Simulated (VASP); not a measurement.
Input of a VASP 6.6.1 run:

INCAR

```
  PREC = Accurate
  ENCUT = 520
  EDIFF = 1E-6
  ISMEAR = -1
  SIGMA = 0.08
  LREAL = False
  LASPH = True
  NELM = 100
  ALGO = Normal
  ISIF = 2
  LWAVE = False
  LCHARG = True
  GGA = PS
  LELF = True
  LVHAR = True
  NBANDS = 14
```

The input KPOINTS:

```
regular mesh
0
Gamma
  14 14 14
```

Contents of POSCAR:

```
AlNi
1.0
    0.0000000000      2.2286494963      2.2286494963
    2.2286494963      0.0000000000      2.2286494963
    2.2286494963      2.2286494963      0.0000000000
Ni Al
1 1
Direct
    0.0000000000      0.0000000000      0.0000000000
    0.5000000000      0.5000000000      0.5000000000
```

Potentials or basis: VASP PAW PBE potentials, release 64 (Ni, Al).

Command:

```console
$ cat potpaw_PBE.64/Ni/POTCAR potpaw_PBE.64/Al/POTCAR > POTCAR
$ mpirun -np 1 vasp_std > vasp.out
```

Q: Predict the pressure.

A: 43.3 GPa.

Caveat: the PAW data sets were made with another functional, which shifts forces and pressure a little. Spin polarisation is off, so any magnetic state and its effect on volume and gap are missing.
